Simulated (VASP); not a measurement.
A run of VASP 6.6.1 is set up as follows.

Contents of INCAR:

```
PREC = Accurate ; ENCUT = 520
EDIFF = 1E-6 ; ISMEAR = -1
SIGMA = 0.05 ; LREAL = False
LASPH = True ; NELM = 150
ALGO = Normal ; ISIF = 2
LWAVE = False ; LCHARG = True
ISPIN = 2 ; MAGMOM = 3
LORBIT = 11 ; LMAXMIX = 4
GGA = PS ; LELF = True
LVHAR = True ; NBANDS = 14
```

Contents of KPOINTS:

```
regular mesh
0
Gamma
  13 13 13
```

The input POSCAR:

```
Fe
1.0
   -1.3738551942      1.3738551942      1.3738551942
    1.3738551942     -1.3738551942      1.3738551942
    1.3738551942      1.3738551942     -1.3738551942
Fe
1
Direct
    0.0000000000      0.0000000000      0.0000000000
```

Potentials or basis: VASP PAW PBE potentials, release 64 (Fe).

Command:

```bash
$ cat potpaw_PBE.64/Fe/POTCAR > POTCAR
$ mpirun -np 1 vasp_std > vasp.out
```

(1) Predict the pressure.

(2) What does it give for the site moments?

(3) Estimate the net moment.

(4) Predict the band gap on the k mesh.

## Answers

(1) 9.9 GPa.

(2) Fe +1.99 μB.

(3) 2.01 μB per cell.

(4) zero (filled and empty bands overlap).

Caveat: the cell stands under pressure; the PAW data sets were made with another functional, which shifts forces and pressure a little.
